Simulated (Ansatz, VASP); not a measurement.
Ga2Te2S in VASP and in Ansatz

```xyz
5
Lattice="4.6844 0.0000 0.0000 -2.3422 4.0568 0.0000 0.0000 0.0000 6.9645" Properties=species:S:1:pos:R:3 pbc="T T T"
Ga    2.3422    1.3523    2.4199
Ga    0.0000    2.7046    4.5447
Te    0.0000    2.7046    1.5824
Te    2.3422    1.3523    5.3821
S     0.0000    0.0000    0.0000
```

Change from the starting cell: species swapped into the SrMg2Sb2 type (P-3m1, No. 164).

Alike in both runs: functional PBE; k mesh 6 × 6 × 2; occupations gaussian, width 0.1 eV; no spin polarisation.

Ansatz relaxed the structure, and its values are those at the end. VASP's run is a single point on that final structure, the one shown.

|  | VASP | Ansatz |
| --- | --- | --- |
| version | VASP 6.6.1 | Ansatz 0.2.0 |
| potentials or method | VASP PAW PBE potentials, release 64 (Ga_d, Te, S), cutoff 520 eV | scalar-relativistic, plane waves, PAW |
| valence electrons in the cell | 44 | 64 |

```tsv
	VASP	Ansatz	Ansatz less VASP
gap on the k mesh at the Fermi level (eV)	none	none	-
pressure (GPa)	-0.1	-0.1	-0.02
rms of the force components (eV/Å)	0.007	0.012	+0.0050
```

A gap of «none» marks a metal or a gap that the smearing closes. With one functional, cell and mesh, what is left measures potentials, basis and numerics. VASP's potentials hold 44 valence electrons a cell and Ansatz's 64, so a difference there can come from the potentials and not from the codes.

The k mesh is coarse, so the values compare programs but aren't converged. Spin-orbit coupling is off throughout.
